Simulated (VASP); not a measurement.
# Ga (C2/c) in VASP: single point with PBE

Aim: the single point of Ga with PBE.

All numbers are computed with VASP 6.6.1; they aren't measurements. Logs are shortened: lines on timing, memory, paths and dates and some standing lists are left out, and cuts for length are marked.

## Step 1: The cell of the first run

It takes space group C2/c (No. 15, monoclinic). Conventional cell: a = 2.766 Å, b = 8.053 Å, c = 3.332 Å, α = 90.00°, β = 92.02°, γ = 90.00°. Ga (site symmetry 2) has 10 Ga at 2.69 to 3.33 Å within 3.5 Å.

## Step 2: Single point, PBE

INCAR reads:

```
ALGO     = Normal         # electronic algorithm
EDIFF    = 1E-6           # SCF threshold, eV
ENCUT    = 520            # plane-wave cutoff, eV
GGA      = PE             # functional
ISIF     = 2              # what is computed and relaxed
ISMEAR   = -1             # smearing method
LASPH    = True           # aspherical terms in the spheres
LCHARG   = False          # write CHGCAR
LREAL    = False          # projectors in reciprocal space
LWAVE    = False          # write WAVECAR
NBANDS   = 20             # bands
NELM     = 80             # most SCF steps
PREC     = Accurate       # precision mode
SIGMA    = 0.05           # smearing width, eV
```

KPOINTS reads:

```
k-points
0
Gamma
  14 14 11
```

POSCAR reads:

```
Ga
1.0
    1.3830000000     -4.0265000000      0.0000000000
    1.3830000000      4.0265000000      0.0000000000
   -0.1174500000      0.0000000000      3.3299300000
Ga
2
Direct
    0.8690000000      0.1310000000      0.2500000000
    0.1310000000      0.8690000000      0.7500000000
```

Potentials or basis: VASP PAW PBE potentials, release 64 (Ga_d).

The run is started by

```sh
$ cat potpaw_PBE.64/Ga_d/POTCAR > POTCAR
$ mpirun -np 1 vasp_std > vasp.out
```

OUTCAR:

```text
EDIFF = 1E-6
   ENCUT = 520
   GGA = PE
   ISIF = 2
   ISMEAR = -1
   LASPH = True
   LREAL = False
   NELM = 80
   PREC = Accurate

 ion  position               nearest neighbor table
   1  0.869  0.131  0.250-   2 2.69   2 2.69   2 2.86   2 2.86   2 2.92   2 2.92
   2  0.131  0.869  0.750-   1 2.69   1 2.69   1 2.86   1 2.86   1 2.92   1 2.92

  LATTYP: Found a base centered monoclinic cell.
 ALAT       =     2.7660000000
 B/A-ratio  =     2.9114244396
 C/A-ratio  =     1.2046278548
 COS(beta)  =    -0.0352490928

  Lattice vectors:

 A1 = (   1.3830000000,  -4.0265000000,   0.0000000000)
 A2 = (   1.3830000000,   4.0265000000,   0.0000000000)
 A3 = (  -0.1174500000,   0.0000000000,   3.3299300000)

Analysis of symmetry for initial positions (statically):
=====================================================================
 Subroutine PRICEL returns:
 Original cell was already a primitive cell.

 Routine SETGRP: Setting up the symmetry group for a
 base centered monoclinic supercell.

 Subroutine GETGRP returns: Found  4 space group operations
 (whereof  2 operations were pure point group operations)
 out of a pool of  4 trial point group operations.

The static configuration has the point symmetry S_2 .
 The point group associated with its full space group is C_2h.

Analysis of symmetry for dynamics (positions and initial velocities):
=====================================================================
 Subroutine PRICEL returns:
 Original cell was already a primitive cell.

 Routine SETGRP: Setting up the symmetry group for a
 base centered monoclinic supercell.

 Subroutine GETGRP returns: Found  4 space group operations
 (whereof  2 operations were pure point group operations)
 out of a pool of  4 trial point group operations.

The dynamic configuration has the point symmetry S_2 .
 The point group associated with its full space group is C_2h.

 Subroutine INISYM returns: Found  4 space group operations
 (whereof  2 operations are pure point group operations),
 and found     1 'primitive' translations

----------------------------------------------------------------------------------------

                                     Primitive cell

  volume of cell :      37.0864

  direct lattice vectors                    reciprocal lattice vectors
     1.383000000 -4.026500000  0.000000000     0.361532899 -0.124177325  0.012751631
     1.383000000  4.026500000  0.000000000     0.361532899  0.124177325  0.012751631
    -0.117450000  0.000000000  3.329930000     0.000000000  0.000000000  0.300306613
[... 71 lines left out ...]
   ions per type =               2
   NGX,Y,Z   is equivalent  to a cutoff of  12.50, 12.50, 13.97 a.u.
   NGXF,Y,Z  is equivalent  to a cutoff of  24.99, 24.99, 27.94 a.u.
 SYSTEM =  unknown system
   PREC   = accura    normal or accurate (medium, high low for compatibility)
   ISTART =      0    job   : 0-new  1-cont  2-samecut
   ICHARG =      2    charge: 1-file 2-atom 10-const
   ISPIN  =      1    spin polarized calculation?
   LNONCOLLINEAR =      F non collinear calculations
   LSORBIT =      F    spin-orbit coupling
   LASPH  =      T    aspherical Exc in radial PAW
   ENCUT  =  520.0 eV  38.22 Ry    6.18 a.u.   7.92  7.92  6.20*2*pi/ulx,y,z
   NELM   =     80;   NELMIN=  2; NELMDL= -5     # of ELM steps
   EDIFF  = 0.1E-05   stopping-criterion for ELM
   LREAL  =      F    real-space projection
   EDIFFG = 0.1E-04   stopping-criterion for IOM
   NSW    =      0    number of steps for IOM
   IBRION =     -1    ionic relax: 0-MD 1-quasi-New 2-CG
   NFREE  =      0    steps in history (QN), initial steepest desc. (CG)
   ISIF   =      2    stress and relaxation
   ISYM   =      2    0-nonsym 1-usesym 2-fastsym
   POTIM  = 0.5000    time-step for ionic-motion
   TEBEG  =    0.0;   TEEND  =   0.0 temperature during run
   PSTRESS=    0.0 pullay stress
   NELECT =      26.0000    total number of electrons
   NUPDOWN=      -1.0000    fix difference up-down
   EMIN   =  10.00;   EMAX   =-10.00  energy-range for DOS
   EFERMI =   0.00;   METHOD = LEGACY
   ISMEAR =    -1;   SIGMA  =   0.05  broadening in eV -4-tet -1-fermi 0-gaus
   EFERMI_NEDOS =   21; number of points for ismear=-14 and -15
   IALGO  =     38    algorithm
   IMIX   =      4    mixing-type and parameters
     AMIX     =   0.40;   BMIX     =  1.00
     AMIX_MAG =   1.60;   BMIX_MAG =  1.00
  volume/ion in A,a.u.               =      18.54       125.14
  Fermi-wavevector in a.u.,A,eV,Ry     =   1.454323  2.748272 28.777086  2.115056
  Thomas-Fermi vector in A             =   2.571487
   LORBIT       =      0    0 simple, 1 ext, 2 COOP (PROOUT), +10 PAW based schemes
   GGA     = PE    functional components
[... 5 lines left out ...]
 non-spin polarized calculation
  energy-cutoff  :      520.00
  volume of cell :       37.09
 maximum number of plane-waves:      1015
   NGX = 15   NGY = 15   NGZ = 13

 number of electron      26.0000006 magnetization

 Free energy of the ion-electron system (eV)
  ---------------------------------------------------
  ext. energy  EPLUGINS =         0.00000000
  ---------------------------------------------------
  free energy    TOTEN  =        -5.77334863 eV

  energy without entropy =       -5.76818618  energy(sigma->0) =       -5.77076740

 E-fermi :   5.6646     XC(G=0): -11.0581

 val. band max:        5.6641777873   @ k =   0.5000  -0.0000   0.0000
 cond. band min:       5.6702147372   @ k =   0.5000   0.0714   0.3636
 fundamental gap:      0.0060369499
 Fermi energy:         5.6645671603

 k-point     1 :       0.0000    0.0000    0.0000
  band No.  band energies     occupation
      1      -9.5054      2.00000
      2      -9.4960      2.00000
      3      -9.4600      2.00000
      4      -9.4361      2.00000
      5      -9.1623      2.00000
      6      -9.1615      2.00000
[... 541 lines left out ...]
     19      17.0155      0.00000
     20      18.0522      0.00000

 [... further k-points ...]
[... 5 lines left out ...]
  --------------------------------------------------------------------------------------
  -------------------------------------------------------------------------------------
  Total        0.4538918      0.4906201      0.3830694      0.0000000      0.0000000     -0.0052972
  in kB       19.6086602     21.1953663     16.5490495      0.0000000      0.0000000     -0.2288444
  external PRESSURE =      19.1176920 kB  Pullay stress =       0.0000000 kB

 VOLUME and BASIS-vectors are now :
 -----------------------------------------------------------------------------
  energy-cutoff  :      520.00
  volume of cell :       37.09
      direct lattice vectors                 reciprocal lattice vectors
     1.383000000 -4.026500000  0.000000000     0.361532899 -0.124177325  0.012751631
     1.383000000  4.026500000  0.000000000     0.361532899  0.124177325  0.012751631
    -0.117450000  0.000000000  3.329930000     0.000000000  0.000000000  0.300306613

 POSITION                                       TOTAL-FORCE (eV/Angst)
 -----------------------------------------------------------------------------------
      1.35364     -2.97156      0.83248        -0.000000      0.188692     -0.000000
      1.29491      2.97156      2.49745         0.000000     -0.188692      0.000000
 -----------------------------------------------------------------------------------
    total drift:                                0.000000      0.000000     -0.000000

  FREE ENERGIE OF THE ION-ELECTRON SYSTEM (eV)
  ---------------------------------------------------
  free  energy   TOTEN  =        -5.7733486335 eV

  energy  without entropy=       -5.7681861759  energy(sigma->0) =       -5.77076740
```

Wall time 5.7 min (1 thread of Oxide Virtual Turin-like, shared host); peak memory 0.41 GiB.

What came out:

```
Free energy            : -5.7733 eV
Pressure               : 1.9 GPa
Largest force          : 0.189 eV/Å
Band gap on the k mesh : zero (band 13 reaches 9.65 eV, above the bottom of band 14 at 1.67 eV)
```

Forces on the atoms (eV/Å):
```
Ga   0.000  0.189  0.000
Ga   0.000 -0.189  0.000
```
